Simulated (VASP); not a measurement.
Set up this calculation in VASP 6.6.1, as the native input.

```yaml
Task: single point
Functional: PBE
Potentials_or_basis: VASP PAW PBE potentials, release 64 (Mg, H, Ir)
Cutoff: 520 eV
k_mesh: 6 × 6 × 4
Occupations: gaussian, width 0.1 eV
Spin: no spin polarisation
Dipole_correction: no
Further_INCAR_settings: ALGO = Fast; EDIFF = 1e-07; NBANDS = 19
```

The structure of MgH2Ir2 lies in POSCAR:

```
MgH2Ir2
1.0
    2.8148542785      0.0000000000      0.0000000000
   -1.4074271393      2.4377353132      0.0000000000
    0.0000000000      0.0000000000      7.9897948285
Mg H Ir
1 2 2
Direct
    0.0000000000      0.0000000000      0.5000000000
    0.3333333333      0.6666666667      0.0000000000
    0.6666666667      0.3333333333      0.0000000000
    0.0000000000      0.0000000000      0.8192340171
    0.0000000000      0.0000000000      0.1807659829
```

The cell was generated, and may not be a known phase.

The input as run:

INCAR

```
SYSTEM = MgH2Ir2
PREC = Accurate
ENCUT = 520
EDIFF = 1E-7
ISMEAR = 0
SIGMA = 0.1
LREAL = .False.
LASPH = .True.
NELM = 60
ALGO = Fast
ISIF = 2
LWAVE = .False.
LCHARG = .False.
GGA = PE
NBANDS = 19
```

KPOINTS

```
Automatic mesh
0
Gamma
  6 6 4
  0 0 0
```

Potentials or basis: VASP PAW PBE potentials, release 64 (Mg, H, Ir).

Launch:

```sh
$ cat potpaw_PBE.64/Mg/POTCAR potpaw_PBE.64/H/POTCAR potpaw_PBE.64/Ir/POTCAR > POTCAR
$ mpirun -np 1 vasp_std > vasp.out
```

Results of the run:

| Quantity | Value |
| --- | --- |
| Pressure | 0.2 GPa |
| Largest force | 0.039 eV/Å |
| Band gap on the k mesh | zero (bands 11 and 12 overlap by 2.99 eV) |

Caveat: the k points lie up to 0.43 Å⁻¹ apart, too coarse for converged energies and pressures of a metal; spin-orbit coupling is left out, which moves the levels of the heavy elements.

Wall time 32 s on 1 thread of Oxide Virtual Turin-like Processor, on a shared host, peak memory 0.16 GiB.
